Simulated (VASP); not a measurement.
A run of VASP 6.6.1 is set up as follows.

Contents of INCAR:

```
ALGO = Normal
EDIFF = 1E-7
EDIFFG = -0.05
ENCUT = 600
GGA = PS
GGA_COMPAT = F
IBRION = 2
ISIF = 3
ISMEAR = 0
LASPH = T
LCHARG = F
LREAL = F
LWAVE = F
NELM = 120
NELMIN = 4
NSW = 80
PREC = Accurate
SIGMA = 0.1
```

The input KPOINTS:

```
k-points
0
Gamma
  6 6 4
```

Contents of POSCAR:

```
SnO2
1.0
    5.4350298875      0.0000000000      0.0000000000
   -2.7175149438      4.7068739529      0.0000000000
    0.0000000000      0.0000000000      5.9465711049
Sn O
3 6
Direct
    0.0000000000      0.5000000000      0.3333333333
    0.5000000000      0.5000000000      0.6666666667
    0.5000000000      0.0000000000      0.0000000000
    0.5845091975      0.7922545988      0.8333333333
    0.7922545988      0.5845091975      0.5000000000
    0.7922545988      0.2077454012      0.1666666667
    0.4154908025      0.2077454012      0.8333333333
    0.2077454012      0.4154908025      0.5000000000
    0.2077454012      0.7922545988      0.1666666667
```

Potentials or basis: VASP PAW PBE potentials, release 64 (Sn_d, O).

Run with:

```bash
$ cat potpaw_PBE.64/Sn_d/POTCAR potpaw_PBE.64/O/POTCAR > POTCAR
$ mpirun -np 1 vasp_std > vasp.out
```

Q: Estimate the relaxed cell.

A: a = 6.004 Å, b = 6.004 Å, c = 6.564 Å, α = 90.00°, β = 90.00°, γ = 120.00°.

Q: Predict the band gap on the k mesh.

A: 1.94 eV (least direct gap 2.00 eV).

Final structure:
```cif
data_structure
_symmetry_space_group_name_H-M 'P 1'
_symmetry_Int_Tables_number 1
_cell_length_a 6.0041
_cell_length_b 6.0041
_cell_length_c 6.5641
_cell_angle_alpha 90.000
_cell_angle_beta 90.000
_cell_angle_gamma 120.000
_cell_volume 204.93
loop_
_atom_site_label
_atom_site_type_symbol
_atom_site_fract_x
_atom_site_fract_y
_atom_site_fract_z
_atom_site_occupancy
Sn1 Sn 0.00000 0.50000 0.33333 1
Sn2 Sn 0.50000 0.50000 0.66667 1
Sn3 Sn 0.50000 0.00000 0.00000 1
O1 O 0.60231 0.80115 0.83333 1
O2 O 0.80115 0.60231 0.50000 1
O3 O 0.80115 0.19885 0.16667 1
O4 O 0.39769 0.19885 0.83333 1
O5 O 0.19885 0.39769 0.50000 1
O6 O 0.19885 0.80115 0.16667 1
```

Caveat: spin-orbit coupling is left out, which moves the levels of the heavy elements. A k mesh can miss the band edges.
